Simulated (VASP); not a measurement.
# C (P-6m2) in VASP: further runs

C is run at these levels: PBEsol; tasks: single point.

All numbers are computed with VASP 6.6.1; they aren't measurements. Logs are shortened: lines on timing, memory, paths and dates and some standing lists are left out, and cuts for length are marked.

**1. The cell of the first run**

The structure is hexagonal, space group P-6m2 (No. 187). The conventional cell has a = 2.503 Å, b = 2.503 Å, c = 12.426 Å, α = 90.00°, β = 90.00°, γ = 120.00°. Within 2.0 Å of C (site symmetry 3m) lie 4 C at 1.54 to 1.56 Å. Within 2.0 Å of C (site symmetry 3m) lie 4 C at 1.54 Å. Within 2.0 Å of C (site symmetry 3m) lie 4 C at 1.54 Å. Within 2.0 Å of C (site symmetry 3m) lie 4 C at 1.54 to 1.56 Å. Within 2.0 Å of C (site symmetry 3m) lie 4 C at 1.54 to 1.56 Å. Within 2.0 Å of C (site symmetry 3m) lie 4 C at 1.54 to 1.56 Å.

**2. Single point, PBEsol**

The input, INCAR:

```
SYSTEM = C
PREC = Accurate
ENCUT = 520
EDIFF = 1E-6
ISMEAR = 0
SIGMA = 0.02
LREAL = .False.
LASPH = .True.
NELM = 60
ALGO = Normal
ISIF = 2
LWAVE = .False.
LCHARG = .True.
GGA = PS
LELF = .True.
LVHAR = .True.
NBANDS = 36
```

The input, KPOINTS:

```
regular mesh
0
Gamma
  12 12 2
  0 0 0
```

The input, POSCAR:

```
C
1.0
    2.5031737390      0.0000000000      0.0000000000
   -1.2515868695      2.1678120480      0.0000000000
    0.0000000000      0.0000000000     12.4260882062
C
12
Direct
    0.0000000000      0.0000000000     -0.0003233993
    0.0000000000      0.0000000000      0.1253233993
    0.3333333333      0.6666666667      0.1669657556
    0.3333333333      0.6666666667      0.2906047670
    0.6666666667      0.3333333333      0.3322925441
    0.6666666667      0.3333333333      0.4578014850
    0.3333333333      0.6666666667      0.4998020267
    0.3333333333      0.6666666667      0.6251979733
    0.6666666667      0.3333333333      0.6671985150
    0.6666666667      0.3333333333      0.7927074559
    0.3333333333      0.6666666667      0.8343952330
    0.3333333333      0.6666666667      0.9580342444
```

Potentials or basis: VASP PAW PBE potentials, release 64 (C).

On the command line:

```bash
$ cat potpaw_PBE.64/C/POTCAR > POTCAR
$ mpirun -np 1 vasp_std > vasp.out
```

OUTCAR:

```text
SYSTEM = C
   PREC = Accurate
   ENCUT = 520
   EDIFF = 1E-6
   ISMEAR = 0
   LREAL = .False.
   LASPH = .True.
   NELM = 60
   ISIF = 2
   GGA = PS

 ion  position               nearest neighbor table
   1  0.000  0.000  1.000-  12 1.54  12 1.54  12 1.54   2 1.56
   2  0.000  0.000  0.125-   3 1.54   3 1.54   3 1.54   1 1.56
   3  0.333  0.667  0.167-   2 1.54   2 1.54   2 1.54   4 1.54
   4  0.333  0.667  0.291-   5 1.54   5 1.54   5 1.54   3 1.54
   5  0.667  0.333  0.332-   4 1.54   4 1.54   4 1.54   6 1.56
   6  0.667  0.333  0.458-   7 1.54   7 1.54   7 1.54   5 1.56
   7  0.333  0.667  0.500-   6 1.54   6 1.54   6 1.54   8 1.56
   8  0.333  0.667  0.625-   9 1.54   9 1.54   9 1.54   7 1.56
   9  0.667  0.333  0.667-   8 1.54   8 1.54   8 1.54  10 1.56
  10  0.667  0.333  0.793-  11 1.54  11 1.54  11 1.54   9 1.56
  11  0.333  0.667  0.834-  10 1.54  10 1.54  10 1.54  12 1.54
  12  0.333  0.667  0.958-   1 1.54   1 1.54   1 1.54  11 1.54

  LATTYP: Found a hexagonal cell.
 ALAT       =     2.5031737390
 C/A-ratio  =     4.9641333371

  Lattice vectors:

 A1 = (   2.5031737390,   0.0000000000,   0.0000000000)
 A2 = (  -1.2515868695,   2.1678120480,   0.0000000000)
 A3 = (   0.0000000000,   0.0000000000,  12.4260882062)

Analysis of symmetry for initial positions (statically):
=====================================================================
 Subroutine PRICEL returns:
 Original cell was already a primitive cell.

 Routine SETGRP: Setting up the symmetry group for a
 hexagonal supercell.

 Subroutine GETGRP returns: Found 12 space group operations
 (whereof  6 operations were pure point group operations)
 out of a pool of 24 trial point group operations.

The static configuration has the point symmetry C_3v.
 The point group associated with its full space group is D_3h.

Analysis of symmetry for dynamics (positions and initial velocities):
=====================================================================
 Subroutine PRICEL returns:
 Original cell was already a primitive cell.

 Routine SETGRP: Setting up the symmetry group for a
 hexagonal supercell.

 Subroutine GETGRP returns: Found 12 space group operations
 (whereof  6 operations were pure point group operations)
 out of a pool of 24 trial point group operations.

The dynamic configuration has the point symmetry C_3v.
 The point group associated with its full space group is D_3h.

 Subroutine INISYM returns: Found 12 space group operations
 (whereof  6 operations are pure point group operations),
 and found     1 'primitive' translations

----------------------------------------------------------------------------------------

                                     Primitive cell

  volume of cell :      67.4291

  direct lattice vectors                    reciprocal lattice vectors
     2.503173739  0.000000000  0.000000000     0.399492846  0.230647302  0.000000000
    -1.251586870  2.167812048  0.000000000     0.000000000  0.461294604  0.000000000
     0.000000000  0.000000000 12.426088206     0.000000000  0.000000000  0.080475849

  length of vectors
     2.503173739  2.503173739 12.426088206     0.461294604  0.461294604  0.080475849

  position of ions in fractional coordinates (direct lattice)
     0.000000000  0.000000000  0.999676601
     0.000000000  0.000000000  0.125323399
     0.333333333  0.666666667  0.166965756
     0.333333333  0.666666667  0.290604767
     0.666666667  0.333333333  0.332292544
     0.666666667  0.333333333  0.457801485
     0.333333333  0.666666667  0.499802027
     0.333333333  0.666666667  0.625197973
     0.666666667  0.333333333  0.667198515
     0.666666667  0.333333333  0.792707456
     0.333333333  0.666666667  0.834395233
     0.333333333  0.666666667  0.958034244

  ion indices of the primitive-cell ions
   primitive index   ion index
                 1           1
                 2           2
                 3           3
                 4           4
                 5           5
                 6           6
                 7           7
                 8           8
                 9           9
                10          10
                11          11
                12          12

----------------------------------------------------------------------------------------

 KPOINTS: regular mesh

Automatic generation of k-mesh.
 Grid dimensions read from file:
 generate k-points for:   12   12    2

 Generating k-lattice:

  Cartesian coordinates                     Fractional coordinates (reciprocal lattice)
     0.033291070  0.019220608  0.000000000     0.083333333 -0.000000000  0.000000000
     0.000000000  0.038441217  0.000000000     0.000000000  0.083333333  0.000000000
     0.000000000  0.000000000  0.040237925     0.000000000  0.000000000  0.500000000

  Length of vectors
     0.038441217  0.038441217  0.040237925

  Shift w.r.t. Gamma in fractional coordinates (k-lattice)
     0.000000000  0.000000000  0.000000000

 Subroutine IBZKPT returns following result:
 ===========================================

 Found     38 irreducible k-points:

 Following reciprocal coordinates:
            Coordinates               Weight
  0.000000  0.000000  0.000000      1.000000
  0.083333  0.000000  0.000000      6.000000
  0.166667  0.000000  0.000000      6.000000
  0.250000  0.000000  0.000000      6.000000
  0.333333  0.000000  0.000000      6.000000
  0.416667  0.000000  0.000000      6.000000
[... 16 lines left out ...]
  0.250000  0.000000  0.500000      6.000000
  0.333333  0.000000  0.500000      6.000000
 [... further k-points ...]
   k-points           NKPTS =     38   k-points in BZ     NKDIM =     38   number of bands    NBANDS=     36
   number of dos      NEDOS =    301   number of ions     NIONS =     12
   total plane-waves  NPLWV =  38400
   dimension x,y,z NGX =    20 NGY =   20 NGZ =   96
   dimension x,y,z NGXF=    40 NGYF=   40 NGZF=  192
   ions per type =              12
   NGX,Y,Z   is equivalent  to a cutoff of  13.28, 13.28, 12.84 a.u.
   NGXF,Y,Z  is equivalent  to a cutoff of  26.57, 26.57, 25.69 a.u.
 SYSTEM =  C
   PREC   = accura    normal or accurate (medium, high low for compatibility)
   ISTART =      0    job   : 0-new  1-cont  2-samecut
   ICHARG =      2    charge: 1-file 2-atom 10-const
   ISPIN  =      1    spin polarized calculation?
   LNONCOLLINEAR =      F non collinear calculations
   LSORBIT =      F    spin-orbit coupling
   LASPH  =      T    aspherical Exc in radial PAW
   ENCUT  =  520.0 eV  38.22 Ry    6.18 a.u.   4.65  4.65 23.10*2*pi/ulx,y,z
   NELM   =     60;   NELMIN=  2; NELMDL= -5     # of ELM steps
   EDIFF  = 0.1E-05   stopping-criterion for ELM
   LREAL  =      F    real-space projection
   EDIFFG = 0.1E-04   stopping-criterion for IOM
   NSW    =      0    number of steps for IOM
   IBRION =     -1    ionic relax: 0-MD 1-quasi-New 2-CG
   NFREE  =      0    steps in history (QN), initial steepest desc. (CG)
   ISIF   =      2    stress and relaxation
   ISYM   =      2    0-nonsym 1-usesym 2-fastsym
   POTIM  = 0.5000    time-step for ionic-motion
   TEBEG  =    0.0;   TEEND  =   0.0 temperature during run
   PSTRESS=    0.0 pullay stress
   NELECT =      48.0000    total number of electrons
   NUPDOWN=      -1.0000    fix difference up-down
   EMIN   =  10.00;   EMAX   =-10.00  energy-range for DOS
   EFERMI =   0.00;   METHOD = LEGACY
   ISMEAR =     0;   SIGMA  =   0.02  broadening in eV -4-tet -1-fermi 0-gaus
   EFERMI_NEDOS =   21; number of points for ismear=-14 and -15
   IALGO  =     38    algorithm
   IMIX   =      4    mixing-type and parameters
     AMIX     =   0.40;   BMIX     =  1.00
     AMIX_MAG =   1.60;   BMIX_MAG =  1.00
  volume/ion in A,a.u.               =       5.62        37.92
  Fermi-wavevector in a.u.,A,eV,Ry     =   1.461749  2.762306 29.071718  2.136711
  Thomas-Fermi vector in A             =   2.578044
   LORBIT       =      0    0 simple, 1 ext, 2 COOP (PROOUT), +10 PAW based schemes
   GGA     = PS    functional components
   LHFCALC =     F    Hartree Fock is set to
   AEXX    =    0.0000 exact exchange contribution
   IVDW    =     0    specifies the selected vdW correction
   LEPSILON=     F    determine dielectric tensor
   LRPA    =     F    only Hartree local field effects (RPA)
 non-spin polarized calculation
 Gauss-broadening in eV      SIGMA  =   0.02
  energy-cutoff  :      520.00
  volume of cell :       67.43
 maximum number of plane-waves:      1837
 NGX is ok and might be reduce to    20

 number of electron      47.9999998 magnetization

 Free energy of the ion-electron system (eV)
  ---------------------------------------------------
  ext. energy  EPLUGINS =         0.00000000
  ---------------------------------------------------
  free energy    TOTEN  =      -115.33410873 eV

  energy without entropy =     -115.33410873  energy(sigma->0) =     -115.33410873

 E-fermi :  10.1475     XC(G=0): -13.4753

 val. band max:       10.0404593191   @ k =   0.0000   0.0000   0.0000
 cond. band min:      14.0343246296   @ k =   0.3333   0.3333   0.5000
 fundamental gap:      3.9938653105
 Fermi energy:        10.1474927979

 k-point     1 :       0.0000    0.0000    0.0000
  band No.  band energies     occupation
      1     -11.8208      2.00000
      2     -11.0789      2.00000
      3     -11.0377      2.00000
      4      -8.8369      2.00000
      5      -8.8082      2.00000
      6      -6.0767      2.00000
[... 28 lines left out ...]
     35      18.1884      0.00000
     36      18.1915      0.00000

 k-point     2 :       0.0833    0.0000    0.0000
  band No.  band energies     occupation
      1     -11.6471      2.00000
      2     -10.9061      2.00000
      3     -10.8652      2.00000
      4      -8.6688      2.00000
      5      -8.6404      2.00000
      6      -5.9218      2.00000
[... 28 lines left out ...]
     35      18.5231      0.00000
     36      18.7235      0.00000
[... 817 lines left out ...]
     35      19.8275      0.00000
     36      19.8588      0.00000

 k-point    24 :       0.3333    0.0000    0.5000
  band No.  band energies     occupation
      1      -8.9191      2.00000
      2      -8.8819      2.00000
      3      -7.4638      2.00000
      4      -7.4107      2.00000
      5      -4.7284      2.00000
      6      -4.7220      2.00000
[... 28 lines left out ...]
     35      18.8242      0.00000
     36      19.6151      0.00000

 [... further k-points ...]
[... 5 lines left out ...]
  --------------------------------------------------------------------------------------
  -------------------------------------------------------------------------------------
  Total        0.4706445      0.4706445      0.4141716      0.0000000     -0.0000000      0.0000000
  in kB       11.1829527     11.1829527      9.8411037      0.0000000     -0.0000000      0.0000000
  external PRESSURE =      10.7356697 kB  Pullay stress =       0.0000000 kB

 VOLUME and BASIS-vectors are now :
 -----------------------------------------------------------------------------
  energy-cutoff  :      520.00
  volume of cell :       67.43
      direct lattice vectors                 reciprocal lattice vectors
     2.503173739  0.000000000  0.000000000     0.399492846  0.230647302  0.000000000
    -1.251586870  2.167812048  0.000000000     0.000000000  0.461294604  0.000000000
     0.000000000  0.000000000 12.426088206     0.000000000  0.000000000  0.080475849

 POSITION                                       TOTAL-FORCE (eV/Angst)
 -----------------------------------------------------------------------------------
      0.00000      0.00000     12.42207        -0.000000      0.000000      0.006276
      0.00000      0.00000      1.55728        -0.000000      0.000000     -0.006276
     -0.00000      1.44521      2.07473         0.000000     -0.000000      0.000632
     -0.00000      1.44521      3.61108        -0.000000     -0.000000     -0.000684
      1.25159      0.72260      4.12910         0.000000     -0.000000      0.006182
      1.25159      0.72260      5.68868         0.000000     -0.000000     -0.005127
     -0.00000      1.44521      6.21058        -0.000000      0.000000      0.004978
     -0.00000      1.44521      7.76877        -0.000000      0.000000     -0.004978
      1.25159      0.72260      8.29067         0.000000      0.000000      0.005127
      1.25159      0.72260      9.85025         0.000000     -0.000000     -0.006182
     -0.00000      1.44521     10.36827        -0.000000      0.000000      0.000684
     -0.00000      1.44521     11.90462         0.000000     -0.000000     -0.000632
 -----------------------------------------------------------------------------------
    total drift:                                0.000000     -0.000000      0.000000

  FREE ENERGIE OF THE ION-ELECTRON SYSTEM (eV)
  ---------------------------------------------------
  free  energy   TOTEN  =      -115.3341087256 eV

  energy  without entropy=     -115.3341087256  energy(sigma->0) =     -115.33410873
```

Wall time 96 s (1 thread of Intel Xeon Platinum 8375C at 2.90GHz (Ice Lake), shared host); peak memory 0.2 GiB.

What came out:

* Free energy: -115.3341 eV
* Pressure: 1.1 GPa
* Largest force: 0.006 eV/Å
* Band gap on the k mesh: 3.99 eV, indirect (least direct gap 5.13 eV)

Forces in eV/Å, atoms in the order of the input:
```
C    0.000  0.000  0.006
C    0.000  0.000 -0.006
C    0.000  0.000  0.001
C    0.000  0.000 -0.001
C    0.000  0.000  0.006
C    0.000  0.000 -0.005
C    0.000  0.000  0.005
C    0.000  0.000 -0.005
C    0.000  0.000  0.005
C    0.000  0.000 -0.006
C    0.000  0.000  0.001
C    0.000  0.000 -0.001
```

Stress tensor (GPa, compression positive):
```
1.12 0.00 0.00
0.00 1.12 0.00
0.00 0.00 0.98
```

Caveat: the PAW data sets were made with another functional, which shifts forces and pressure a little. A k mesh can miss the band edges.

**3. Single point, PBEsol**

This run uses another cell than the first one: it holds 16 atoms, not 12.

The input, INCAR:

```
SYSTEM = C
ALGO = Normal ; EDIFF = 1E-6
ENCUT = 520 ; GGA = PS
ISIF = 2 ; ISMEAR = 0
LASPH = .True. ; LCHARG = .False.
LREAL = Auto ; LWAVE = .False.
NBANDS = 46 ; NELM = 100
PREC = Accurate ; SIGMA = 0.02
```

The input, KPOINTS:

```
k-points
0
Gamma
  12 12 2
  0 0 0
```

The input, POSCAR:

```
C
1.0
    2.5020797648      0.0000000000      0.0000000000
   -1.2510398824      2.1668646386      0.0000000000
    0.0000000000      0.0000000000     16.5865956475
C
16
Direct
    0.0000000000      0.0000000000     -0.0005138208
    0.0000000000      0.0000000000      0.0934144249
    0.3333333333      0.6666666667      0.1249115630
    0.3333333333      0.6666666667      0.2188384370
    0.0000000000      0.0000000000      0.2503355751
    0.0000000000      0.0000000000      0.3442638208
    0.3333333333      0.6666666667      0.3757345719
    0.3333333333      0.6666666667      0.4697543757
    0.0000000000      0.0000000000      0.5009885655
    0.0000000000      0.0000000000      0.5936114320
    0.6666666667      0.3333333333      0.6248136006
    0.6666666667      0.3333333333      0.7189363994
    0.0000000000      0.0000000000      0.7501385680
    0.0000000000      0.0000000000      0.8427614345
    0.3333333333      0.6666666667      0.8739956243
    0.3333333333      0.6666666667      0.9680154281
```

Potentials or basis: VASP PAW PBE potentials, release 64 (C).

On the command line:

```bash
$ cat potpaw_PBE.64/C/POTCAR > POTCAR
$ mpirun -np 1 vasp_std > vasp.out
```

Wall time 3.9 min (1 thread of Intel Xeon Platinum 8375C at 2.90GHz (Ice Lake), shared host); peak memory 0.25 GiB.

It converged, with:

* Free energy: -153.7438 eV
* Pressure: 1.1 GPa
* Largest force: 0.011 eV/Å
* Band gap on the k mesh: 3.61 eV, indirect (least direct gap 5.07 eV)

Forces on the atoms (eV/Å):
```
C    0.000  0.000  0.000
C    0.000  0.000  0.001
C    0.000  0.000  0.003
C    0.000  0.000 -0.003
C    0.000  0.000 -0.001
C    0.000  0.000  0.000
C    0.000  0.000  0.003
C    0.000  0.000 -0.011
C    0.000  0.000  0.009
C    0.000  0.000  0.006
C    0.000  0.000  0.001
C    0.000  0.000 -0.001
C    0.000  0.000 -0.006
C    0.000  0.000 -0.009
C    0.000  0.000  0.011
C    0.000  0.000 -0.003
```

Stress tensor (GPa, compression positive):
```
1.17 0.00 0.00
0.00 1.17 0.00
0.00 0.00 0.98
```

Levels at points of the mesh, in eV from the valence-band top:
| k point | band 28 | band 29 | band 30 | band 31 | band 32 | band 33 | band 34 | band 35 | band 36 | band 37 |
| --- | --- | --- | --- | --- | --- | --- | --- | --- | --- | --- |
| (0.00, 0.00, 0.00) | -0.67 | -0.67 | -0.38 | 0.00 | 0.00 | 5.07 | 5.07 | 5.37 | 5.83 | 5.83 |
| (0.50, 0.00, 0.00) | -4.81 | -4.06 | -3.80 | -3.80 | -3.10 | 4.41 | 4.77 | 4.77 | 5.62 | 5.84 |
| (0.00, 0.00, 0.50) | -1.09 | -0.24 | -0.24 | -0.15 | -0.15 | 5.21 | 5.21 | 5.38 | 5.38 | 5.76 |
| (0.50, 0.00, 0.50) | -4.47 | -4.45 | -4.18 | -3.30 | -3.29 | 4.49 | 4.51 | 5.22 | 5.22 | 5.78 |

Caveat: the PAW data sets were made with another functional, which shifts forces and pressure a little.

(Part 1 of 2 ends here.)
